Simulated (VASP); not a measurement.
GaSb2:

```xyz
6
Lattice="4.1587 0.0000 0.0000 -2.0794 3.6016 0.0000 0.0000 0.0000 10.9966" Properties=species:S:1:pos:R:3 pbc="T T T"
Ga    0.0000    2.4010    2.7491
Ga    2.0794    1.2005    8.2474
Sb    0.0000    2.4010    6.4896
Sb    2.0794    1.2005    0.9913
Sb    0.0000    2.4010   10.0053
Sb    2.0794    1.2005    4.5070
```

```yaml
Program: VASP 6.6.1
Task: relaxation of cell and atoms
Functional: PBE
Potentials_or_basis: VASP PAW PBE potentials, release 64 (Ga_d, Sb)
Cutoff: 600 eV
k_mesh: 12 × 12 × 4
Occupations: gaussian, width 0.1 eV
Spin: no spin polarisation
```

At the start: pressure -0.0 GPa; volume 27.45 Å³/atom.

Task: How do energy, volume and symmetry change on relaxing?

Result: Over 17 steps the energy falls by 5.1 meV/atom and the volume is 26.83 Å³/atom (-2.2 %); space group P6_3/mmc (No. 194, to 0.1 Å) before and after.

Step by step:
| step | energy change (eV) | largest force (eV/Å) | pressure (GPa) | volume (Å³) |
| --- | --- | --- | --- | --- |
| 1 | 0.0000 | 0.0265 | 0.00 | 164.71 |
| 2 | -0.0169 | 0.0147 | -0.35 | 164.68 |
| 3 | -0.0234 | 0.0032 | -0.68 | 164.61 |
| 4 | -0.0299 | 0.0388 | 0.09 | 161.27 |
| 5 | -0.0300 | 0.0351 | 0.05 | 161.58 |
| 6 | -0.0299 | 0.0338 | -0.04 | 161.71 |
| 7 | -0.0299 | 0.0345 | 0.02 | 161.64 |
| 8 | -0.0302 | 0.0283 | 0.00 | 161.57 |
| 9 | -0.0305 | 0.0192 | -0.02 | 161.45 |
| 10 | -0.0306 | 0.0030 | -0.09 | 161.22 |
| 11 | -0.0307 | 0.0018 | 0.00 | 160.95 |
| 12 | -0.0307 | 0.0014 | 0.04 | 160.89 |
| 13 | -0.0307 | 0.0016 | 0.00 | 160.92 |
| 14 | -0.0307 | 0.0016 | 0.04 | 160.90 |
| 15 | -0.0307 | 0.0016 | -0.01 | 160.92 |
| 16 | -0.0307 | 0.0023 | 0.00 | 160.94 |
| 17 | -0.0308 | 0.0040 | 0.03 | 161.01 |

Final structure:
```cif
data_structure
_symmetry_space_group_name_H-M 'P 1'
_symmetry_Int_Tables_number 1
_cell_length_a 4.0661
_cell_length_b 4.0661
_cell_length_c 11.2447
_cell_angle_alpha 90.000
_cell_angle_beta 90.000
_cell_angle_gamma 120.000
_cell_volume 161.01
loop_
_atom_site_label
_atom_site_type_symbol
_atom_site_fract_x
_atom_site_fract_y
_atom_site_fract_z
_atom_site_occupancy
Ga1 Ga 0.33333 0.66667 0.25000 1
Ga2 Ga 0.66667 0.33333 0.75000 1
Sb1 Sb 0.33333 0.66667 0.59159 1
Sb2 Sb 0.66667 0.33333 0.09159 1
Sb3 Sb 0.33333 0.66667 0.90841 1
Sb4 Sb 0.66667 0.33333 0.40841 1
```
